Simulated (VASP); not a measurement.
# K (P4/mmm) in VASP: single point with PBE

Aim: the single point of K with PBE.

Everything below comes from runs of VASP 6.6.1. Logs are shortened: lines on timing, memory, paths and dates and some standing lists are left out, and cuts for length are marked.

## 1. The cell of the first run

Symmetry: P4/mmm, No. 123, tetragonal system. The conventional cell has a = 4.310 Å, b = 4.310 Å, c = 4.052 Å, α = 90.00°, β = 90.00°, γ = 90.00°. K (site symmetry 4/mmm) has 6 K at 4.05 to 4.31 Å within 5.3 Å.

## 2. Single point, PBE (strain -0.0600 x Voigt [1, 0, 0, 0, 0, 0])

File INCAR:

```
SYSTEM = K
ALGO = Fast
EDIFF = 1E-6
ENCUT = 520
GGA = PE
ISIF = 2
ISMEAR = 0
LASPH = .True.
LCHARG = .True.
LELF = .True.
LREAL = .False.
LVHAR = .True.
LWAVE = .False.
NBANDS = 10
NELM = 60
PREC = Accurate
SIGMA = 0.15
```

File KPOINTS:

```
k-points
0
Gamma
  12 12 12
  0 0 0
```

File POSCAR:

```
K
1.0
    4.0518131206      0.0000000000      0.0000000000
    0.0000000000      4.3104394900      0.0000000000
    0.0000000000      0.0000000000      4.3104394900
K
1
Direct
    0.0000000000      0.0000000000      0.0000000000
```

Potentials or basis: VASP PAW PBE potentials, release 64 (K_sv).

Command:

```
> cat potpaw_PBE.64/K_sv/POTCAR > POTCAR
> mpirun -np 1 vasp_std > vasp.out
```

OUTCAR:

```text
SYSTEM = K
   EDIFF = 1E-6
   ENCUT = 520
   GGA = PE
   ISIF = 2
   ISMEAR = 0
   LASPH = .True.
   LREAL = .False.
   NELM = 60
   PREC = Accurate

 ion  position               nearest neighbor table
   1  0.000  0.000  0.000-

  LATTYP: Found a simple tetragonal cell.
 ALAT       =     4.3104394900
 C/A-ratio  =     0.9400000000

  Lattice vectors:

 A1 = (   0.0000000000,   4.3104394900,   0.0000000000)
 A2 = (   0.0000000000,   0.0000000000,   4.3104394900)
 A3 = (   4.0518131206,   0.0000000000,   0.0000000000)

Analysis of symmetry for initial positions (statically):
=====================================================================
 Subroutine PRICEL returns:
 Original cell was already a primitive cell.

 Routine SETGRP: Setting up the symmetry group for a
 simple tetragonal supercell.

 Subroutine GETGRP returns: Found 16 space group operations
 (whereof 16 operations were pure point group operations)
 out of a pool of 16 trial point group operations.

The static configuration has the point symmetry D_4h.

Analysis of symmetry for dynamics (positions and initial velocities):
=====================================================================
 Subroutine PRICEL returns:
 Original cell was already a primitive cell.

 Routine SETGRP: Setting up the symmetry group for a
 simple tetragonal supercell.

 Subroutine GETGRP returns: Found 16 space group operations
 (whereof 16 operations were pure point group operations)
 out of a pool of 16 trial point group operations.

The dynamic configuration has the point symmetry D_4h.

 Subroutine INISYM returns: Found 16 space group operations
 (whereof 16 operations are pure point group operations),
 and found     1 'primitive' translations

----------------------------------------------------------------------------------------

                                     Primitive cell

  volume of cell :      75.2822

  direct lattice vectors                    reciprocal lattice vectors
     4.051813121  0.000000000  0.000000000     0.246803090  0.000000000  0.000000000
     0.000000000  4.310439490  0.000000000     0.000000000  0.231994905  0.000000000
     0.000000000  0.000000000  4.310439490     0.000000000  0.000000000  0.231994905

  length of vectors
     4.051813121  4.310439490  4.310439490     0.246803090  0.231994905  0.231994905

  position of ions in fractional coordinates (direct lattice)
     0.000000000  0.000000000  0.000000000

  ion indices of the primitive-cell ions
   primitive index   ion index
                 1           1

[... 72 lines left out ...]
   LREAL  =      F    real-space projection
   EDIFFG = 0.1E-04   stopping-criterion for IOM
   NSW    =      0    number of steps for IOM
   IBRION =     -1    ionic relax: 0-MD 1-quasi-New 2-CG
   NFREE  =      0    steps in history (QN), initial steepest desc. (CG)
   ISIF   =      2    stress and relaxation
   ISYM   =      2    0-nonsym 1-usesym 2-fastsym
   POTIM  = 0.5000    time-step for ionic-motion
   TEBEG  =    0.0;   TEEND  =   0.0 temperature during run
   PSTRESS=    0.0 pullay stress
   NELECT =       9.0000    total number of electrons
   NUPDOWN=      -1.0000    fix difference up-down
   EMIN   =  10.00;   EMAX   =-10.00  energy-range for DOS
   EFERMI =   0.00;   METHOD = LEGACY
   ISMEAR =     0;   SIGMA  =   0.15  broadening in eV -4-tet -1-fermi 0-gaus
   EFERMI_NEDOS =   21; number of points for ismear=-14 and -15
   IALGO  =     68    algorithm
   IMIX   =      4    mixing-type and parameters
     AMIX     =   0.40;   BMIX     =  1.00
     AMIX_MAG =   1.60;   BMIX_MAG =  1.00
  volume/ion in A,a.u.               =      75.28       508.03
  Fermi-wavevector in a.u.,A,eV,Ry     =   0.806476  1.524019  8.849279  0.650404
  Thomas-Fermi vector in A             =   1.914916
   LORBIT       =      0    0 simple, 1 ext, 2 COOP (PROOUT), +10 PAW based schemes
   GGA     = PE    functional components
   LHFCALC =     F    Hartree Fock is set to
   AEXX    =    0.0000 exact exchange contribution
   IVDW    =     0    specifies the selected vdW correction
   LEPSILON=     F    determine dielectric tensor
   LRPA    =     F    only Hartree local field effects (RPA)
 non-spin polarized calculation
 RMM-DIIS sequential band-by-band and
 Gauss-broadening in eV      SIGMA  =   0.15
  energy-cutoff  :      520.00
  volume of cell :       75.28
 maximum number of plane-waves:      2068
   NGX = 15   NGY = 17   NGZ = 17

 number of electron       9.0000003 magnetization

 Free energy of the ion-electron system (eV)
  ---------------------------------------------------
  ext. energy  EPLUGINS =         0.00000000
  ---------------------------------------------------
  free energy    TOTEN  =        -0.93876710 eV

  energy without entropy =       -0.92977217  energy(sigma->0) =       -0.93426964

 E-fermi :  -0.1333     XC(G=0):  -5.5854

 val. band max:       -0.1406212897   @ k =   0.2500   0.4167   0.0833
 cond. band min:      -0.1249174051   @ k =   0.0833   0.5000   0.0833
 fundamental gap:      0.0157038846
 Fermi energy:        -0.1333383442

 k-point     1 :       0.0000    0.0000    0.0000
  band No.  band energies     occupation
      1     -32.4685      2.00000
      2     -15.9070      2.00000
      3     -15.9070      2.00000
      4     -15.8915      2.00000
      5      -2.2714      2.00000
      6       2.6660      0.00000
      7       2.8187      0.00000
      8       6.0041      0.00000
      9       6.1057      0.00000
     10       6.1404      0.00000
[... 287 lines left out ...]
 k-point    24 :       0.1667    0.2500    0.0000
  band No.  band energies     occupation
      1     -32.4642      2.00000
      2     -15.9454      2.00000
      3     -15.9252      2.00000
      4     -15.9000      2.00000
      5      -1.4230      2.00000
      6       2.0540      0.00000
      7       2.9578      0.00000
      8       4.4444      0.00000
      9       4.9354      0.00000
     10       5.6788      0.00000

 [... further k-points ...]
[... 5 lines left out ...]
  --------------------------------------------------------------------------------------
  -------------------------------------------------------------------------------------
  Total        0.2935753     -0.0248905     -0.0248905      0.0000000      0.0000000      0.0000000
  in kB        6.2479500     -0.5297275     -0.5297275      0.0000000      0.0000000      0.0000000
  external PRESSURE =       1.7294983 kB  Pullay stress =       0.0000000 kB

 VOLUME and BASIS-vectors are now :
 -----------------------------------------------------------------------------
  energy-cutoff  :      520.00
  volume of cell :       75.28
      direct lattice vectors                 reciprocal lattice vectors
     4.051813121  0.000000000  0.000000000     0.246803090  0.000000000  0.000000000
     0.000000000  4.310439490  0.000000000     0.000000000  0.231994905  0.000000000
     0.000000000  0.000000000  4.310439490     0.000000000  0.000000000  0.231994905

 POSITION                                       TOTAL-FORCE (eV/Angst)
 -----------------------------------------------------------------------------------
      0.00000      0.00000      0.00000         0.000000      0.000000      0.000000
 -----------------------------------------------------------------------------------
    total drift:                                0.000000     -0.000000      0.000000

  FREE ENERGIE OF THE ION-ELECTRON SYSTEM (eV)
  ---------------------------------------------------
  free  energy   TOTEN  =        -0.9387671043 eV

  energy  without entropy=       -0.9297721680  energy(sigma->0) =       -0.93426964
```

Wall time 71 s (1 thread of Intel Xeon 6975P-C (Granite Rapids), shared host); peak memory 0.26 GiB.

What came out:

```
Free energy : -0.9388 eV
Pressure    : 0.2 GPa
```

Levels at points of the mesh, in eV from the Fermi level:
| k point | band 1 | band 2 | band 3 | band 4 | band 5 | band 6 | band 7 | band 8 | band 9 |
| --- | --- | --- | --- | --- | --- | --- | --- | --- | --- |
| (0.00, 0.00, 0.00) | -32.34 | -15.77 | -15.77 | -15.76 | -2.14 | 2.80 | 2.95 | 6.14 | 6.24 |
| (0.50, 0.00, 0.00) | -32.33 | -15.91 | -15.76 | -15.76 | 0.18 | 0.33 | 3.59 | 4.48 | 4.48 |
| (0.00, 0.50, 0.00) | -32.33 | -15.86 | -15.77 | -15.75 | -0.14 | 0.11 | 3.46 | 4.58 | 5.06 |
| (0.50, 0.50, 0.00) | -32.32 | -15.90 | -15.84 | -15.75 | 1.11 | 2.25 | 2.31 | 2.40 | 4.90 |
| (0.00, 0.50, 0.50) | -32.33 | -15.85 | -15.85 | -15.75 | 1.06 | 1.95 | 2.06 | 2.06 | 5.42 |
| (0.50, 0.50, 0.50) | -32.32 | -15.88 | -15.83 | -15.83 | 2.19 | 2.19 | 2.46 | 4.34 | 4.51 |

Caveat: the cell differs from its parent crystal (strain -0.0600 x Voigt [1, 0, 0, 0, 0, 0]).
